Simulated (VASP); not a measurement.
# HC4 in VASP: a series of runs

The runs below take HC4 through single point, with PBE+D3(BJ).

Everything below comes from runs of VASP 6.6.1. Logs are shortened: lines on timing, memory, paths and dates and some standing lists are left out, and cuts for length are marked.

## 1. The cell of the first run

The cell holds a slab with vacuum, 10 atoms: a = 4.931 Å, b = 4.931 Å, c = 18.000 Å, α = 90.00°, β = 90.00°, γ = 120.00°.

## 2. Single point, PBE+D3(BJ)

Input file INCAR:

```
  ALGO = Normal
  DIPOL = 0.5 0.5 0.238
  EDIFF = 1E-6
  ENCUT = 520
  GGA = PE
  IDIPOL = 3
  ISIF = 2
  ISMEAR = 0
  IVDW = 12
  LASPH = True
  LCHARG = True
  LDIPOL = True
  LELF = True
  LREAL = False
  LVACPOTAV = True
  LVHAR = True
  LWAVE = False
  NBANDS = 28
  NELM = 100
  PREC = Accurate
  SIGMA = 0.1
```

Input file KPOINTS:

```
k-points
0
Gamma
  6 6 1
```

Input file POSCAR:

```
HC4
1.0
    4.9313048819      0.0000000000      0.0000000000
   -2.4656524409      4.2706353015      0.0000000000
    0.0000000000      0.0000000000     18.0000331942
C H
8 2
Direct
    0.3333333333      0.1666666667      0.2222236565
    0.3333333333      0.6666666667      0.2222236565
    0.8333333333      0.1666666667      0.2222236565
    0.8333333333      0.6666666667      0.2222236565
    0.1666666667      0.3333333333      0.2222218124
    0.1666666667      0.8333333333      0.2222218124
    0.6666666667      0.3333333333      0.2222218124
    0.6666666667      0.8333333333      0.2222218124
    0.2135881515      0.1666666667      0.3005568454
    0.4530785152      0.1666666667      0.3005568454
```

Potentials or basis: VASP PAW PBE potentials, release 64 (C, H).

On the command line:

```sh
cat potpaw_PBE.64/C/POTCAR potpaw_PBE.64/H/POTCAR > POTCAR
mpirun -np 1 vasp_std > vasp.out
```

OUTCAR:

```text
EDIFF = 1E-6
   ENCUT = 520
   GGA = PE
   ISIF = 2
   ISMEAR = 0
   IVDW = 12
   LASPH = True
   LREAL = False
   NELM = 100
   PREC = Accurate
 IVDW          = 12

 ion  position               nearest neighbor table
   1  0.333  0.167  0.222-   5 1.42   6 1.42   7 1.42
   2  0.333  0.667  0.222-   6 1.42   5 1.42   8 1.42
   3  0.833  0.167  0.222-   7 1.42   8 1.42   5 1.42
   4  0.833  0.667  0.222-   8 1.42   7 1.42   6 1.42
   5  0.167  0.333  0.222-   1 1.42   2 1.42   3 1.42
   6  0.167  0.833  0.222-   2 1.42   1 1.42   4 1.42
   7  0.667  0.333  0.222-   3 1.42   4 1.42   1 1.42
   8  0.667  0.833  0.222-   4 1.42   3 1.42   2 1.42
   9  0.214  0.167  0.301-
  10  0.453  0.167  0.301-

  LATTYP: Found a hexagonal cell.
 ALAT       =     4.9313048819
 C/A-ratio  =     3.6501562214

  Lattice vectors:

 A1 = (   4.9313048819,   0.0000000000,   0.0000000000)
 A2 = (  -2.4656524409,   4.2706353015,   0.0000000000)
 A3 = (   0.0000000000,   0.0000000000,  18.0000331942)

Analysis of symmetry for initial positions (statically):
=====================================================================
 Subroutine PRICEL returns:
 Original cell was already a primitive cell.

 Routine SETGRP: Setting up the symmetry group for a
 hexagonal supercell.

 Subroutine GETGRP returns: Found  2 space group operations
 (whereof  1 operations were pure point group operations)
 out of a pool of 24 trial point group operations.

The static configuration has the point symmetry C_1 .
 The point group associated with its full space group is C_1h.

Analysis of symmetry for dynamics (positions and initial velocities):
=====================================================================
 Subroutine PRICEL returns:
 Original cell was already a primitive cell.

 Routine SETGRP: Setting up the symmetry group for a
 hexagonal supercell.

 Subroutine GETGRP returns: Found  2 space group operations
 (whereof  1 operations were pure point group operations)
 out of a pool of 24 trial point group operations.

The dynamic configuration has the point symmetry C_1 .
 The point group associated with its full space group is C_1h.

 Subroutine INISYM returns: Found  2 space group operations
 (whereof  1 operations are pure point group operations),
 and found     1 'primitive' translations

----------------------------------------------------------------------------------------

                                     Primitive cell

  volume of cell :     379.0772

  direct lattice vectors                    reciprocal lattice vectors
     4.931304882  0.000000000  0.000000000     0.202786083  0.117078599  0.000000000
    -2.465652441  4.270635301  0.000000000     0.000000000  0.234157199  0.000000000
     0.000000000  0.000000000 18.000033194     0.000000000  0.000000000  0.055555453

  length of vectors
     4.931304882  4.931304882 18.000033194     0.234157199  0.234157199  0.055555453

  position of ions in fractional coordinates (direct lattice)
     0.333333333  0.166666667  0.222223656
     0.333333333  0.666666667  0.222223656
     0.833333333  0.166666667  0.222223656
     0.833333333  0.666666667  0.222223656
     0.166666667  0.333333333  0.222221812
     0.166666667  0.833333333  0.222221812
     0.666666667  0.333333333  0.222221812
     0.666666667  0.833333333  0.222221812
     0.213588151  0.166666667  0.300556845
     0.453078515  0.166666667  0.300556845

  ion indices of the primitive-cell ions
   primitive index   ion index
                 1           1
                 2           2
                 3           3
                 4           4
                 5           5
                 6           6
                 7           7
                 8           8
                 9           9
                10          10

----------------------------------------------------------------------------------------

 KPOINTS: k-points

Automatic generation of k-mesh.
 Grid dimensions read from file:
 generate k-points for:    6    6    1

 Generating k-lattice:

  Cartesian coordinates                     Fractional coordinates (reciprocal lattice)
     0.033797680  0.019513100  0.000000000     0.166666667  0.000000000  0.000000000
     0.000000000  0.039026200  0.000000000     0.000000000  0.166666667  0.000000000
     0.000000000  0.000000000  0.055555453     0.000000000  0.000000000  1.000000000

  Length of vectors
     0.039026200  0.039026200  0.055555453

  Shift w.r.t. Gamma in fractional coordinates (k-lattice)
     0.000000000  0.000000000  0.000000000

 Subroutine IBZKPT returns following result:
 ===========================================

 Found     13 irreducible k-points:

 Following reciprocal coordinates:
            Coordinates               Weight
  0.000000  0.000000  0.000000      1.000000
  0.166667  0.000000  0.000000      4.000000
  0.000000  0.166667  0.000000      2.000000
  0.333333  0.000000  0.000000      4.000000
  0.000000  0.333333  0.000000      2.000000
  0.500000  0.000000  0.000000      2.000000
  0.000000  0.500000  0.000000      1.000000
  0.166667  0.166667  0.000000      4.000000
 -0.333333  0.166667  0.000000      2.000000
  0.333333  0.166667  0.000000      4.000000
 -0.166667  0.500000  0.000000      4.000000
  0.500000  0.333333  0.000000      4.000000
  0.333333  0.333333  0.000000      2.000000
   k-points           NKPTS =     13   k-points in BZ     NKDIM =     13   number of bands    NBANDS=     28
   number of dos      NEDOS =    301   number of ions     NIONS =     10
   total plane-waves  NPLWV = 224000
   dimension x,y,z NGX =    40 NGY =   40 NGZ =  140
   dimension x,y,z NGXF=    80 NGYF=   80 NGZF=  280
   ions per type =               8   2
   NGX,Y,Z   is equivalent  to a cutoff of  13.48, 13.48, 12.93 a.u.
   NGXF,Y,Z  is equivalent  to a cutoff of  26.97, 26.97, 25.86 a.u.
 SYSTEM =  unknown system
   PREC   = accura    normal or accurate (medium, high low for compatibility)
   ISTART =      0    job   : 0-new  1-cont  2-samecut
   ICHARG =      2    charge: 1-file 2-atom 10-const
   ISPIN  =      1    spin polarized calculation?
   LNONCOLLINEAR =      F non collinear calculations
   LSORBIT =      F    spin-orbit coupling
   LASPH  =      T    aspherical Exc in radial PAW
   ENCUT  =  520.0 eV  38.22 Ry    6.18 a.u.   9.17  9.17 33.47*2*pi/ulx,y,z
   NELM   =    100;   NELMIN=  2; NELMDL= -5     # of ELM steps
   EDIFF  = 0.1E-05   stopping-criterion for ELM
   LREAL  =      F    real-space projection
   EDIFFG = 0.1E-04   stopping-criterion for IOM
   NSW    =      0    number of steps for IOM
   IBRION =     -1    ionic relax: 0-MD 1-quasi-New 2-CG
   NFREE  =      0    steps in history (QN), initial steepest desc. (CG)
   ISIF   =      2    stress and relaxation
   ISYM   =      2    0-nonsym 1-usesym 2-fastsym
   POTIM  = 0.5000    time-step for ionic-motion
   TEBEG  =    0.0;   TEEND  =   0.0 temperature during run
   PSTRESS=    0.0 pullay stress
   NELECT =      34.0000    total number of electrons
   NUPDOWN=      -1.0000    fix difference up-down
   EMIN   =  10.00;   EMAX   =-10.00  energy-range for DOS
   EFERMI =   0.00;   METHOD = LEGACY
   ISMEAR =     0;   SIGMA  =   0.10  broadening in eV -4-tet -1-fermi 0-gaus
   EFERMI_NEDOS =   21; number of points for ismear=-14 and -15
   IALGO  =     38    algorithm
   IMIX   =      4    mixing-type and parameters
     AMIX     =   0.40;   BMIX     =  1.00
     AMIX_MAG =   1.60;   BMIX_MAG =  1.00
  volume/ion in A,a.u.               =      37.91       255.81
  Fermi-wavevector in a.u.,A,eV,Ry     =   0.732811  1.384812  7.306489  0.537012
  Thomas-Fermi vector in A             =   1.825366
   LORBIT       =      0    0 simple, 1 ext, 2 COOP (PROOUT), +10 PAW based schemes
   GGA     = PE    functional components
   LHFCALC =     F    Hartree Fock is set to
   AEXX    =    0.0000 exact exchange contribution
   IVDW    =    12    specifies the selected vdW correction
   LEPSILON=     F    determine dielectric tensor
   LRPA    =     F    only Hartree local field effects (RPA)
 non-spin polarized calculation
 Gauss-broadening in eV      SIGMA  =   0.10
  energy-cutoff  :      520.00
  volume of cell :      379.08
 maximum number of plane-waves:     10258
 NGX is ok and might be reduce to    40
   NGX = 19   NGY = 19   NGZ = 67

 dipolmoment           0.000000      0.000000     -0.003156 electrons x Angstroem

 number of electron      33.9999998 magnetization

 dipolmoment           0.000000      0.000000      0.045620 electrons x Angstroem

 Free energy of the ion-electron system (eV)
  ---------------------------------------------------
  ext. energy  EPLUGINS =         0.00000000
  ---------------------------------------------------
  free energy    TOTEN  =       -75.87320096 eV

  energy without entropy =      -75.87305023  energy(sigma->0) =      -75.87312559

 E-fermi :  -2.6518     XC(G=0):  -2.7140

 val. band max:       -2.8591418319   @ k =   0.5000   0.0000   0.0000
 cond. band min:      -2.4750931412   @ k =   0.0000   0.0000   0.0000
 fundamental gap:      0.3840486906
 Fermi energy:        -2.6517750431

 k-point     1 :       0.0000    0.0000    0.0000
  band No.  band energies     occupation
      1     -22.7763      2.00000
      2     -17.9798      2.00000
      3     -17.3328      2.00000
      4     -17.2279      2.00000
      5     -16.4141      2.00000
      6     -16.2978      2.00000
[... 20 lines left out ...]
     27       4.2008      0.00000
     28       4.2589      0.00000

 k-point     2 :       0.1667    0.0000    0.0000
  band No.  band energies     occupation
      1     -22.6167      2.00000
      2     -18.8587      2.00000
      3     -17.8959      2.00000
      4     -17.6782      2.00000
      5     -15.8240      2.00000
      6     -15.6304      2.00000
[... 333 lines left out ...]
 k-point    13 :       0.3333    0.3333    0.0000
  band No.  band energies     occupation
      1     -21.3407      2.00000
      2     -20.5365      2.00000
      3     -20.4559      2.00000
      4     -15.8459      2.00000
      5     -15.6617      2.00000
      6     -13.6871      2.00000
[... 20 lines left out ...]
     27       4.4151      0.00000
     28       4.5987      0.00000

------------------------ aborting loop because EDIFF is reached ----------------------------------------

 Edisp (eV)   -0.87481

 E8    (eV) :    -0.2611

  FORCE on cell =-STRESS in cart. coord.  units (eV):
  Direction    XX          YY          ZZ          XY          YZ          ZX
  --------------------------------------------------------------------------------------
  -------------------------------------------------------------------------------------
  Total      -1.00113     3.11492     7.67030     0.00000     0.57519     0.00000
  in kB      -4.23131    13.16528    32.41869     0.00000     2.43105     0.00000
  external pressure =       13.78 kB  Pullay stress =        0.00 kB

 VOLUME and BASIS-vectors are now :
 -----------------------------------------------------------------------------
  energy-cutoff  :      520.00
  volume of cell :      379.08
      direct lattice vectors                 reciprocal lattice vectors
     4.931304882  0.000000000  0.000000000     0.202786083  0.117078599  0.000000000
    -2.465652441  4.270635301  0.000000000     0.000000000  0.234157199  0.000000000
     0.000000000  0.000000000 18.000033194     0.000000000  0.000000000  0.055555453

 POSITION                                       TOTAL-FORCE (eV/Angst)
 -----------------------------------------------------------------------------------
      1.23283      0.71177      4.00003        -0.000000     -0.522040     -0.664730
     -0.00000      2.84709      4.00003        -0.273731      0.063835     -0.153724
      3.69848      0.71177      4.00003        -0.000000     -0.002015     -0.320686
      2.46565      2.84709      4.00003         0.273731      0.063835     -0.153724
      0.00000      1.42355      4.00000        -1.453583      0.891487     -1.407021
     -1.23283      3.55886      4.00000        -0.000000     -1.881204     -1.884466
      2.46565      1.42355      4.00000         1.453583      0.891487     -1.407021
      1.23283      3.55886      4.00000         0.000000      0.086575      0.500633
      0.64233      0.71177      5.41003         2.904803      0.204020      2.745369
      1.82333      0.71177      5.41003        -2.904803      0.204020      2.745369
 -----------------------------------------------------------------------------------
    total drift:                               -0.000000      0.000125      0.000464

  FREE ENERGIE OF THE ION-ELECTRON SYSTEM (eV)
  ---------------------------------------------------
  free  energy   TOTEN  =       -76.7480151807 eV

  energy  without entropy=      -76.7478644513  energy(sigma->0) =      -76.74793982

 vacuum level on the upper side and lower side of the slab         2.084         1.693
```

It took 3.3 min on 1 thread of AMD EPYC 7R13 (Zen 3), shared host; peak memory 0.5 GiB.

What came out:

| Quantity | Value |
| --- | --- |
| Free energy | -76.7480 eV |
| Largest force | 4.002 eV/Å |
| Band gap on the k mesh | 0.38 eV (least direct gap 0.72 eV) |
| Dispersion energy per atom | -0.087 eV |

Forces in eV/Å, atoms in the order of the input:
```
C    0.000 -0.522 -0.665
C   -0.274  0.064 -0.154
C    0.000 -0.002 -0.321
C    0.274  0.064 -0.154
C   -1.454  0.891 -1.407
C    0.000 -1.881 -1.884
C    1.454  0.891 -1.407
C    0.000  0.087  0.501
H    2.905  0.204  2.745
H   -2.905  0.204  2.745
```

(Part 1 of 2 ends here.)
